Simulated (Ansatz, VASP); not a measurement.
**NaH in VASP and in Ansatz**

```
CELL_PARAMETERS angstrom
0.00000 2.41630 2.41630
2.41630 0.00000 2.41630
2.41630 2.41630 0.00000
ATOMIC_POSITIONS crystal
Na 0.00000 0.00000 0.00000
H 0.50000 0.50000 0.50000
```

Alike in both runs: functional PBE; k mesh 8 × 8 × 8; occupations gaussian, width 0.02 eV; no spin polarisation.

Ansatz relaxed the structure, and its values are those at the end. VASP's run is a single point on that final structure, the one shown.

|  | VASP | Ansatz |
| --- | --- | --- |
| version | VASP 6.6.1 | Ansatz 0.2.0 |
| potentials or method | VASP PAW PBE potentials, release 64 (Na_pv, H), cutoff 500 eV | scalar-relativistic, plane waves, PAW |
| valence electrons in the cell | 8 | 10 |

|  | VASP | Ansatz | Ansatz less VASP |
| --- | --- | --- | --- |
| gap on the k mesh at the Fermi level (eV) | 3.76 | 3.76 | +0.002 |
| least direct gap on the mesh (eV) | 4.62 | 4.62 | +0.005 |
| pressure (GPa) | -0.1 | 0.0 | +0.07 |

The functional is the same, so the differences come from potentials, cutoffs and numerics. VASP's potentials hold 8 valence electrons a cell and Ansatz's 10, so a difference there can come from the potentials and not from the codes.
